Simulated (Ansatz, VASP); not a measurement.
Al in VASP and in Ansatz

```
CELL_PARAMETERS angstrom
2.65166 -0.03860 0.00526
-1.35926 2.45008 -0.04367
0.00910 -0.08201 4.72556
ATOMIC_POSITIONS crystal
Al 0.62550 0.28809 0.76505
Al 0.42035 0.73132 0.24007
```

Alike in both runs: task single point; functional LDA; k mesh 8 × 8 × 4; occupations fermi-dirac, width 0.05 eV; no spin polarisation.

```csv
,VASP,Ansatz
version,VASP 6.6.1,Ansatz 0.2.0
potentials or method,"VASP PAW LDA potentials, release 64 (Al), cutoff 520 eV","plane waves, PAW"
valence electrons in the cell,6,6
```

Ansatz gave:

- pressure (GPa): 5.6
- traceless stress, the component that is largest in VASP (GPa): 2.63
- rms of the force components (eV/Å): 0.383

Task: Estimate VASP's values.

Result: Pressure (GPa): 5.7; traceless stress, the component that is largest in VASP (GPa): 2.62; rms of the force components (eV/Å): 0.385.

LDA's correlation is that of Perdew and Zunger in VASP and of Perdew and Wang (1992) in Ansatz. Atom by atom the forces differ by 0.003 eV/Å (rms over components). Ansatz's warnings: stress scf threshold loose.
